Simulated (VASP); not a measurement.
Input of a VASP 6.6.1 run:

POSCAR

```
MgO
1.0
    2.8935274667      0.0000000000      0.0000000000
   -1.4467637334      2.5058682927      0.0000000000
    0.0000000000      0.0000000000      5.0406627630
Mg O
2 2
Direct
    0.0000000000      0.0000000000      0.0000000000
    0.0000000000      0.0000000000      0.5000000000
    0.3333333333      0.6666666667      0.2500000000
    0.6666666667      0.3333333333      0.7500000000
```

Contents of INCAR.step1:

```
  PREC = Accurate
  ENCUT = 520
  ISMEAR = 0
  SIGMA = 0.01
  LREAL = False
  LASPH = True
  NELM = 80
  NBANDS = 16
  GGA = PE
  ALGO = Normal
  EDIFF = 1E-4
  LWAVE = True
  LCHARG = False
```

The input INCAR.step2:

```
  PREC = Accurate
  ENCUT = 520
  EDIFF = 1E-6
  ISMEAR = 0
  SIGMA = 0.01
  LREAL = False
  LASPH = True
  NELM = 80
  ALGO = Normal
  ISIF = 2
  LWAVE = False
  LCHARG = True
  METAGGA = R2SCAN
  LMIXTAU = True
  LELF = True
  LVHAR = True
  NBANDS = 16
  ISTART = 1
```

File KPOINTS:

```
regular mesh
0
Gamma
  9 9 4
```

Potentials or basis: VASP PAW PBE potentials, release 64 (Mg, O).

The run is started by

```bash
$ cat potpaw_PBE.64/Mg/POTCAR potpaw_PBE.64/O/POTCAR > POTCAR
$ cp INCAR.step1 INCAR
$ mpirun -np 1 vasp_std > vasp.out
$ cp INCAR.step2 INCAR
$ mpirun -np 1 vasp_std > vasp.out
```

**Question.** Predict the pressure.

**Answer.** 4.2 GPa.

**Question.** What does it give for the band gap on the k mesh?

**Answer.** 5.62 eV, direct.

Stress tensor (GPa, compression positive):
```
4.05 0.00 0.00
0.00 4.05 0.00
0.00 0.00 4.47
```

Caveat: the PAW data sets were made with another functional, which shifts forces and pressure a little.
